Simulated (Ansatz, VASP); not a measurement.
# Li in VASP and in Ansatz

```
CELL_PARAMETERS angstrom
3.15194 0.00000 0.00000
-1.57597 2.72966 0.00000
0.00000 0.00000 5.16002
ATOMIC_POSITIONS crystal
Li 0.33333 0.66667 0.25000
Li 0.66667 0.33333 0.75000
```

Alike in both runs: task relaxation of cell and atoms; functional RPBE; k mesh 12 × 12 × 7; occupations fermi-dirac, width 0.05 eV; no spin polarisation.

|  | VASP | Ansatz |
| --- | --- | --- |
| version | VASP 6.6.1 | Ansatz 0.2.0 |
| potentials or method | VASP PAW PBE potentials, release 64 (Li_sv) | PAW with Ansatz's default frozen-core files, scalar-relativistic |
| plane-wave cutoff (eV) | 600 | 420 |
| valence electrons in the cell | 6 | 6 |

|  | VASP | Ansatz | Ansatz less VASP |
| --- | --- | --- | --- |
| gap on the k mesh at the Fermi level, each at its own relaxed structure (eV) | none | none | - |
| relaxed volume (Å³/atom) | 20.70 | 21.01 | +0.308 |
| relaxed length of the cell vector where the two differ most in proportion (Å) | 4.985 | 5.014 | +0.0284 |

VASP's potentials were made for PBE, not for RPBE. A gap of «none» marks a metal or a gap that the smearing closes.

Noted on VASP's run: the cutoff is under 1.25 times that of the potentials, so the pressure is a little rough.
